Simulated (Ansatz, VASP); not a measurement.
**One calculation of KNaICl, two programs**

The input INCAR:

```
SYSTEM = KNaICl
  PREC = Accurate
  ENCUT = 600
  EDIFF = 1E-6
  ISMEAR = 0
  SIGMA = 0.02
  LREAL = .False.
  LASPH = .True.
  NELM = 80
  ALGO = Normal
  ISIF = 3
  LWAVE = .False.
  LCHARG = .False.
  GGA = CA
  IBRION = 2
  NSW = 100
  EDIFFG = -0.005
```

The input KPOINTS:

```
Automatic mesh
0
Gamma
  6 6 4
  0 0 0
```

File POSCAR:

```
KNaICl
1.0
    4.3204478870      0.0000000000      0.0000000000
    0.0000000000      4.3204478870      0.0000000000
    0.0000000000      0.0000000000      6.4994237378
K Na I Cl
1 1 1 1
Direct
    0.5000000000      0.5000000000      0.5000000000
    0.0000000000      0.0000000000      0.0000000000
    0.5000000000      0.5000000000      0.0000000000
    0.0000000000      0.0000000000      0.5000000000
```

Input for Ansatz:

```yaml
crystal:
  lattice:
    - [4.320447887, 0.0, 0.0]
    - [0.0, 4.320447887, 0.0]
    - [0.0, 0.0, 6.4994237378]
  atoms:
    - { symbol: K, position: [0.5, 0.5, 0.5] }
    - { symbol: Na, position: [0.0, 0.0, 0.0] }
    - { symbol: I, position: [0.5, 0.5, 0.0] }
    - { symbol: Cl, position: [0.0, 0.0, 0.5] }
basis:
  ecutwfc: 520.0
kpoints:
  mp_grid: { grid: [6, 6, 4] }
hamiltonian:
  xc: lda
  pseudopotentials: { kind: paw }
scf:
  occupations: { method: gaussian, width: 0.02 }
output:
  forces: true
  stress: true
  eigenvalues: true
relax:
  adjacent_minimum: "off"
  f_tol: 0.005
  max_steps: 80
  cell: { stress_tol: 0.05 }
```

Alike in both runs: task relaxation of cell and atoms; functional LDA; k mesh 6 × 6 × 4; occupations gaussian, width 0.02 eV; no spin polarisation.

|  | VASP | Ansatz |
| --- | --- | --- |
| version | VASP 6.6.1 | Ansatz 0.2.0 |
| potentials or method | VASP PAW LDA potentials, release 64 (K_sv, Na_pv, I, Cl), cutoff 600 eV | scalar-relativistic, plane waves, PAW |
| valence electrons in the cell | 30 | 42 |

VASP gave:

* gap on the k mesh at the Fermi level, each at its own relaxed structure (eV): 4.00
* relaxed volume (Å³/atom): 30.41
* relaxed cell length with the largest relative difference (Å): 4.324

Problem. Which values does Ansatz return?

Solution. gap on the k mesh at the Fermi level, each at its own relaxed structure (eV): 4.00; relaxed volume (Å³/atom): 30.33; relaxed cell length with the largest relative difference (Å): 4.320.

LDA's correlation is that of Perdew and Zunger in VASP and of Perdew and Wang (1992) in Ansatz. VASP's potentials hold 30 valence electrons a cell and Ansatz's 42, so a difference there can come from the potentials and not from the codes.

Spin-orbit coupling is off throughout.
